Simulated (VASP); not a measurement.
# LaNb4O (P4/mmm) in VASP: a series of runs, part 4 of 4

VASP 6.6.1.

### Step 7. Single point, PBE

This run uses another cell than the first one, of 21.83 Å³/atom, 0.994 times its volume.

Input file INCAR:

```
PREC     = Accurate       # precision mode
ENCUT    = 520            # plane-wave cutoff, eV
EDIFF    = 1E-7           # SCF threshold, eV
ISMEAR   = 0              # smearing method
SIGMA    = 0.1            # smearing width, eV
LREAL    = F              # projectors in reciprocal space
LASPH    = T              # aspherical terms in the spheres
NELM     = 60             # most SCF steps
ALGO     = Normal         # electronic algorithm
ISIF     = 2              # what is computed and relaxed
LWAVE    = F              # write WAVECAR
LCHARG   = T              # write CHGCAR
GGA      = PE             # functional
LELF     = T              # ELF
LVHAR    = T            
NBANDS   = 44             # bands
```

Input file KPOINTS:

```
Automatic mesh
0
Gamma
  10 10 4
```

Input file POSCAR:

```
LaNb4O
1.0
    3.7296733940      0.0000000000      0.0000000000
    0.0000000000      3.7296733940      0.0000000000
    0.0000000000      0.0000000000      9.4154528243
La Nb O
1 4 1
Direct
    0.5000000000      0.5000000000      0.0000000000
    0.0000000000      0.5000000000      0.6384077755
    0.5000000000      0.0000000000      0.6384077755
    0.0000000000      0.5000000000      0.3615922245
    0.5000000000      0.0000000000      0.3615922245
    0.0000000000      0.0000000000      0.0000000000
```

Potentials or basis: VASP PAW PBE potentials, release 64 (La, Nb_sv, O).

Command:

```console
> cat potpaw_PBE.64/La/POTCAR potpaw_PBE.64/Nb_sv/POTCAR potpaw_PBE.64/O/POTCAR > POTCAR
> mpirun -np 1 vasp_std > vasp.out
```

OUTCAR:

```text
PREC = Accurate
   ENCUT = 520
   EDIFF = 1E-7
   ISMEAR = 0
   LREAL = F
   LASPH = T
   NELM = 60
   ISIF = 2
   GGA = PE

 ion  position               nearest neighbor table
   1  0.500  0.500  0.000-   6 2.64   6 2.64   6 2.64   6 2.64
   2  0.000  0.500  0.638-   4 2.61   3 2.64   3 2.64   3 2.64   3 2.64
   3  0.500  0.000  0.638-   5 2.61   2 2.64   2 2.64   2 2.64   2 2.64
   4  0.000  0.500  0.362-   2 2.61   5 2.64   5 2.64   5 2.64   5 2.64
   5  0.500  0.000  0.362-   3 2.61   4 2.64   4 2.64   4 2.64   4 2.64
   6  0.000  0.000  0.000-   1 2.64   1 2.64   1 2.64   1 2.64

  LATTYP: Found a simple tetragonal cell.
 ALAT       =     3.7296733940
 C/A-ratio  =     2.5244711345

  Lattice vectors:

 A1 = (   3.7296733940,   0.0000000000,   0.0000000000)
 A2 = (   0.0000000000,   3.7296733940,   0.0000000000)
 A3 = (   0.0000000000,   0.0000000000,   9.4154528243)

Analysis of symmetry for initial positions (statically):
=====================================================================
 Subroutine PRICEL returns:
 Original cell was already a primitive cell.

 Routine SETGRP: Setting up the symmetry group for a
 simple tetragonal supercell.

 Subroutine GETGRP returns: Found 16 space group operations
 (whereof 16 operations were pure point group operations)
 out of a pool of 16 trial point group operations.

The static configuration has the point symmetry D_4h.

Analysis of symmetry for dynamics (positions and initial velocities):
=====================================================================
 Subroutine PRICEL returns:
 Original cell was already a primitive cell.

 Routine SETGRP: Setting up the symmetry group for a
 simple tetragonal supercell.

 Subroutine GETGRP returns: Found 16 space group operations
 (whereof 16 operations were pure point group operations)
 out of a pool of 16 trial point group operations.

The dynamic configuration has the point symmetry D_4h.
[... 123 lines left out ...]
   EFERMI_NEDOS =   21; number of points for ismear=-14 and -15
   IALGO  =     38    algorithm
   IMIX   =      4    mixing-type and parameters
     AMIX     =   0.40;   BMIX     =  1.00
     AMIX_MAG =   1.60;   BMIX_MAG =  1.00
  volume/ion in A,a.u.               =      21.83       147.31
  Fermi-wavevector in a.u.,A,eV,Ry     =   1.322199  2.498594 23.785854  1.748211
  Thomas-Fermi vector in A             =   2.451898
   LORBIT       =      0    0 simple, 1 ext, 2 COOP (PROOUT), +10 PAW based schemes
   GGA     = PE    functional components
   LHFCALC =     F    Hartree Fock is set to
   AEXX    =    0.0000 exact exchange contribution
   IVDW    =     0    specifies the selected vdW correction
   LEPSILON=     F    determine dielectric tensor
   LRPA    =     F    only Hartree local field effects (RPA)
 non-spin polarized calculation
 Gauss-broadening in eV      SIGMA  =   0.10
  energy-cutoff  :      520.00
  volume of cell :      130.97
 maximum number of plane-waves:      3557
 NGX is ok and might be reduce to    28
   NGX = 13   NGY = 13   NGZ = 35

 number of electron      68.9999996 magnetization

 Free energy of the ion-electron system (eV)
  ---------------------------------------------------
  ext. energy  EPLUGINS =         0.00000000
  ---------------------------------------------------
  free energy    TOTEN  =       -50.10430590 eV

  energy without entropy =      -50.07561083  energy(sigma->0) =      -50.08995837

 E-fermi :   8.3324     XC(G=0): -10.7777

 val. band max:        8.3294427452   @ k =   0.5000   0.2000   0.2500
 cond. band min:       8.3327567381   @ k =   0.5000   0.2000   0.5000
 fundamental gap:      0.0033139930
 Fermi energy:         8.3323573526

 k-point     1 :       0.0000    0.0000    0.0000
  band No.  band energies     occupation
      1     -46.3745      2.00000
      2     -46.2295      2.00000
      3     -45.8696      2.00000
      4     -45.7350      2.00000
      5     -24.6379      2.00000
      6     -23.0169      2.00000
[... 1117 lines left out ...]
     43      10.3145      0.00000
     44      10.3305      0.00000

 [... further k-points ...]
[... 5 lines left out ...]
  --------------------------------------------------------------------------------------
  -------------------------------------------------------------------------------------
  Total       -0.1142039     -0.1142039     -0.1509919      0.0000000      0.0000000     -0.0000000
  in kB       -1.3970394     -1.3970394     -1.8470613      0.0000000      0.0000000     -0.0000000
  external PRESSURE =      -1.5470467 kB  Pullay stress =       0.0000000 kB

 VOLUME and BASIS-vectors are now :
 -----------------------------------------------------------------------------
  energy-cutoff  :      520.00
  volume of cell :      130.97
      direct lattice vectors                 reciprocal lattice vectors
     3.729673394  0.000000000  0.000000000     0.268119992  0.000000000  0.000000000
     0.000000000  3.729673394  0.000000000     0.000000000  0.268119992  0.000000000
     0.000000000  0.000000000  9.415452824     0.000000000  0.000000000  0.106208381

 POSITION                                       TOTAL-FORCE (eV/Angst)
 -----------------------------------------------------------------------------------
      1.86484      1.86484      0.00000         0.000000     -0.000000      0.000000
      0.00000      1.86484      6.01090        -0.000000      0.000000     -0.005918
      1.86484      0.00000      6.01090         0.000000      0.000000     -0.005918
      0.00000      1.86484      3.40455         0.000000      0.000000      0.005918
      1.86484      0.00000      3.40455         0.000000     -0.000000      0.005918
      0.00000      0.00000      0.00000         0.000000     -0.000000      0.000000
 -----------------------------------------------------------------------------------
    total drift:                                0.000000      0.000000      0.000000

  FREE ENERGIE OF THE ION-ELECTRON SYSTEM (eV)
  ---------------------------------------------------
  free  energy   TOTEN  =       -50.1043059019 eV

  energy  without entropy=      -50.0756108328  energy(sigma->0) =      -50.08995837
```

OSZICAR:

```text
N       E                     dE             d eps       ncg     rms          rms(c)
DAV:   1     0.957155569319E+03    0.95716E+03   -0.33089E+04  6312   0.204E+03
DAV:   2     0.109410695066E+03   -0.84774E+03   -0.81285E+03  6196   0.610E+02
DAV:   3    -0.276046459010E+02   -0.13702E+03   -0.12810E+03  8380   0.211E+02
DAV:   4    -0.499650847744E+02   -0.22360E+02   -0.21176E+02  9632   0.718E+01
DAV:   5    -0.530708366801E+02   -0.31058E+01   -0.29766E+01 10564   0.240E+01    0.160E+01
DAV:   6    -0.504540640274E+02    0.26168E+01   -0.29963E+01  8748   0.214E+01    0.866E+00
DAV:   7    -0.500827486694E+02    0.37132E+00   -0.80328E+00  9536   0.114E+01    0.407E+00
DAV:   8    -0.500742908957E+02    0.84578E-02   -0.84910E-01  8440   0.572E+00    0.181E+00
DAV:   9    -0.501051689814E+02   -0.30878E-01   -0.32132E-01 10108   0.258E+00    0.119E+00
DAV:  10    -0.501031678160E+02    0.20012E-02   -0.80938E-02  9504   0.152E+00    0.357E-01
DAV:  11    -0.501047828705E+02   -0.16151E-02   -0.16980E-02  9420   0.688E-01    0.196E-01
DAV:  12    -0.501042803004E+02    0.50257E-03   -0.38093E-03  9496   0.283E-01    0.389E-02
DAV:  13    -0.501043154559E+02   -0.35156E-04   -0.51431E-04  9140   0.116E-01    0.301E-02
DAV:  14    -0.501043035757E+02    0.11880E-04   -0.11765E-04  9240   0.543E-02    0.813E-03
DAV:  15    -0.501043060148E+02   -0.24391E-05   -0.12341E-05  9124   0.213E-02    0.271E-03
DAV:  16    -0.501043057366E+02    0.27821E-06   -0.14377E-06  8176   0.655E-03    0.102E-03
DAV:  17    -0.501043058711E+02   -0.13445E-06   -0.19586E-07  5600   0.314E-03    0.314E-04
DAV:  18    -0.501043059019E+02   -0.30805E-07   -0.80870E-08  5336   0.235E-03
   1 F= -.50104306E+02 E0= -.50089958E+02  d E =-.286951E-01
```

stdout:

```text
POSCAR found type information on POSCAR LaNbO
 POSCAR found :  3 types and       6 ions
 scaLAPACK will be used
 LDA part: xc-table for (Slater+PW92), standard interpolation
 POSCAR, INCAR and KPOINTS ok, starting setup
 FFT: planning ... GRIDC
 FFT: planning ... GRID_SOFT
 FFT: planning ... GRID
 WAVECAR not read
 entering main loop
```

It took 5 min on 1 thread of AMD EPYC 9R45 (Zen 5), shared host; peak memory 0.43 GiB.

Results:

| Property | Result |
| --- | --- |
| Free energy | -50.1043 eV |
| Pressure | -0.2 GPa |
| Largest force | 0.006 eV/Å |

Forces in eV/Å, atoms in the order of the input:
```
La   0.000  0.000  0.000
Nb   0.000  0.000 -0.006
Nb   0.000  0.000 -0.006
Nb   0.000  0.000  0.006
Nb   0.000  0.000  0.006
O    0.000  0.000  0.000
```

Caveat: spin-orbit coupling is left out, which moves the levels of the heavy elements; an odd number of electrons without spin polarisation forces a metal; a magnetic or distorted state may lie lower.

### Step 8. The runs side by side

```csv
task,cell,k mesh,cutoff (eV),gap on the mesh (eV),pressure (GPa),relaxed volume (Å³/atom),largest force (eV/Å)
single point,"a = 3.728, b = 3.728, c = 9.483 Å, 6 atoms",6 × 6 × 2,520,none,-0.2,-,0.01
single point,"a = 4.956, b = 4.956, c = 4.747 Å, 6 atoms",4 × 4 × 4,520,none,11.7,-,2.02
single point,"a = 3.734, b = 3.734, c = 9.346 Å, 6 atoms",4 × 4 × 4,520,none,-0.1,-,0.02
relaxation of cell and atoms,"relaxed from a = 4.956, b = 4.956, c = 4.747 Å, 6 atoms",4 × 4 × 4,600,none,0.2,18.90,0.02
relaxation of cell and atoms,"relaxed from a = 3.734, b = 3.734, c = 9.346 Å, 6 atoms",6 × 6 × 2,600,none,0.0,21.91,0.01
single point,"a = 3.730, b = 3.730, c = 9.415 Å, 6 atoms",10 × 10 × 4,520,none,-0.2,-,0.01
```

Alike in all rows: level PBE; potentials or basis VASP PAW PBE potentials, release 64 (La, Nb_sv, O); no spin polarisation; smearing gaussian 0.1 eV.

Caveats: some runs use coarse meshes; spin-orbit coupling is left out, which moves the levels of the heavy elements; an odd number of electrons without spin polarisation forces a metal; a magnetic or distorted state may lie lower.

Absolute energies hang on the potentials; compare differences alone.
